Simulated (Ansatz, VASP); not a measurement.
Given: the input of a run of Ansatz 0.2.0 on BeTe.

Contents of input.yaml:

```yaml
crystal:
  lattice:
    - [0.0, 2.77, 2.77]
    - [2.77, 0.0, 2.77]
    - [2.77, 2.77, 0.0]
  atoms:
    - { symbol: Te, position: [0.75, 0.75, 0.75] }
    - { symbol: Be, position: [0.0, 0.0, 0.0] }
kpoints:
  mp_grid: { grid: [8, 8, 8] }
scf:
  occupations: { method: fermi_dirac, width: 0.05 }
hamiltonian:
  xc: blyp
  pseudopotentials: { kind: all_electron, lapw: { basis_error: 0.001 } }
output:
  forces: true
  stress: true
relax:
  f_tol: 0.01
  max_steps: 60
  cell: {}
```

Potentials or basis: all-electron LAPW, scalar-relativistic.

Launch:

```sh
$ ansatz run input.yaml --threads 1 --pin off --max-ram 3072MiB --backend cpu --events-out ev --progress --plain --runs-dir out
```

Question: Set up the same calculation for VASP 6.6.1. Potentials there: VASP PAW PBE potentials, release 64 (Te, Be).

Answer: As run (the cutoff follows the program's own potentials):

The input INCAR:

```
SYSTEM = BeTe
AGGAC = 1.0
AGGAX = 1.0
ALDAC = 0.0
ALDAX = 1.0
ALGO = Normal
EDIFF = 1E-6
EDIFFG = -0.01
ENCUT = 600
GGA = B5
IBRION = 2
ISIF = 3
ISMEAR = -1
LASPH = .True.
LCHARG = .False.
LREAL = .False.
LWAVE = .False.
NELM = 80
NSW = 80
PREC = Accurate
SIGMA = 0.05
```

KPOINTS

```
k-points
0
Gamma
  8 8 8
  0 0 0
```

Contents of POSCAR:

```
BeTe
1.0
    0.0000000000      2.7700000000      2.7700000000
    2.7700000000      0.0000000000      2.7700000000
    2.7700000000      2.7700000000      0.0000000000
Te Be
1 1
Direct
    0.7500000000      0.7500000000      0.7500000000
    0.0000000000      0.0000000000      0.0000000000
```

Potentials or basis: VASP PAW PBE potentials, release 64 (Te, Be).

Launch:

```console
$ cat potpaw_PBE.64/Te/POTCAR potpaw_PBE.64/Be/POTCAR > POTCAR
$ mpirun -np 1 vasp_std > vasp.out
```

Both were run:

|  | VASP | Ansatz | Ansatz less VASP |
| --- | --- | --- | --- |
| relaxed volume (Å³/atom) | 23.85 | 23.77 | -0.075 |
| relaxed cell length with the largest relative difference (Å) | 4.071 | 4.066 | -0.0043 |

VASP's potentials were made for PBE, not for BLYP. Ansatz ran all-electron here, and VASP with PAW potentials.

Neither program's run includes spin-orbit coupling.
